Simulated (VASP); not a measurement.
A run of VASP 6.6.1 is set up as follows.

Contents of INCAR:

```
SYSTEM = Ca8F15
ALGO = Normal
EDIFF = 1E-7
EDIFFG = -0.03
ENCUT = 520
GGA_COMPAT = .FALSE.
IBRION = 2
ISIF = 2
ISMEAR = 0
KPAR = 2
LASPH = .TRUE.
LCHARG = .FALSE.
LREAL = .FALSE.
LWAVE = .FALSE.
NCORE = 2
NELECT = 186.0
NELM = 120
NELMIN = 4
NSW = 80
PREC = Accurate
SIGMA = 0.02
```

Contents of KPOINTS:

```
k-points
0
G
  2 2 2
  0 0 0
```

POSCAR

```
Ca8F15
1.0
    0.0000000000      5.2812000000      5.2812000000
    5.2812000000      0.0000000000      5.2812000000
    5.2812000000      5.2812000000      0.0000000000
Ca F
8 15
Direct
    0.0081956000     -0.0002941000     -0.0026804000
    0.0013386000      0.0004281000      0.4968912000
    0.0041358000      0.4992906000     -0.0006862000
    0.0068003000      0.4989352000      0.4946662000
    0.4932445000      0.0035139000     -0.0020436000
    0.4927358000      0.0005449000      0.4981232000
    0.4996982000      0.5009880000      0.0033543000
    0.4931066000      0.4974816000      0.5043934000
    0.1278513000      0.1202977000      0.1254273000
    0.3734675000      0.3766963000      0.3707323000
    0.1326494000      0.1236195000      0.6290157000
    0.3752997000      0.3761173000      0.8746170000
    0.1174760000      0.6231463000      0.1279660000
    0.3723157000      0.8757354000      0.3748592000
    0.1245992000      0.6318829000      0.6243833000
    0.3797170000      0.8765554000      0.8745035000
    0.6256053000      0.1219467000      0.1220190000
    0.8768561000      0.3664204000      0.3670666000
    0.6314858000      0.1165809000      0.6215013000
    0.8764617000      0.3752507000      0.8777388000
    0.6215358000      0.6230552000      0.1398654000
    0.8679572000      0.8777122000      0.3799680000
    0.6356356000      0.6268054000      0.6259548000
```

Potentials or basis: VASP PAW LDA potentials, release 64 (Ca_sv, F).

Launch:

```bash
$ cat potpaw_LDA.64/Ca_sv/POTCAR potpaw_LDA.64/F/POTCAR > POTCAR
$ mpirun -np 4 vasp_std > vasp.out
```

Problem. Estimate the energy gained by relaxing.

Solution. 24.0 meV/atom.

Forces on the atoms (eV/Å):
```
Ca   0.009  0.013 -0.005
Ca   0.002  0.003  0.009
Ca  -0.007 -0.006 -0.007
Ca   0.001 -0.002 -0.002
Ca   0.000 -0.001 -0.005
Ca   0.003  0.003  0.000
Ca   0.000  0.001  0.004
Ca  -0.001  0.008  0.008
F    0.006 -0.007 -0.012
F    0.004  0.001  0.000
F   -0.001 -0.002  0.004
F   -0.006  0.001  0.013
F   -0.002 -0.001  0.001
F   -0.009  0.007  0.002
F    0.005 -0.002  0.001
F    0.006  0.007  0.002
F    0.006 -0.004  0.005
F    0.009 -0.012  0.004
F   -0.009 -0.002  0.003
F   -0.011 -0.004 -0.001
F   -0.009 -0.006 -0.012
F   -0.002  0.004 -0.013
F    0.005  0.000  0.001
```

Caveat: the k points lie up to 0.52 Å⁻¹ apart; the cell carries a net charge on a neutralising background, which shifts energy and pressure.
